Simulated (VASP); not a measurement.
LiBC3, 5 atoms in the cell. Symmetry: Pm-3m, No. 221, cubic system. Conventional cell: a = 3.426 Å, b = 3.426 Å, c = 3.426 Å, α = 90.00°, β = 90.00°, γ = 90.00°. Li (site symmetry m-3m) has 12 C at 2.42 Å and 8 B at 2.97 Å within 3.2 Å. B (site symmetry m-3m) has 6 C at 1.71 Å within 2.3 Å. C (site symmetry 4/mmm) has 2 B at 1.71 Å within 2.3 Å. 

| Property | Result |
| --- | --- |
| Program | VASP 6.6.1 |
| Task | single point |
| Functional | PBE |
| Potentials or basis | VASP PAW PBE potentials, release 64 (Li_sv, B, C) |
| Cutoff | 520 eV |
| k mesh | 12 × 12 × 12 |
| Occupations | gaussian, width 0.1 eV |
| Spin | no spin polarisation |
| Dipole correction | no |
| Further INCAR settings | ALGO = Normal; EDIFF = 1e-06; NBANDS = 17 |

Potentials or basis: VASP PAW PBE potentials, release 64 (Li_sv, B, C).

Run with:

```sh
$ cat potpaw_PBE.64/Li_sv/POTCAR potpaw_PBE.64/B/POTCAR potpaw_PBE.64/C/POTCAR > POTCAR
$ mpirun -np 1 vasp_std > vasp.out
```

Hardware: 1 thread of Oxide Virtual Turin-like Processor, with other jobs on the host.

Task: How long does it take, and how much memory?

Result: It took 80 s on 1 thread of Oxide Virtual Turin-like Processor, on a shared host, peak memory 0.15 GiB. Counts: scf iterations 12, k points 84.
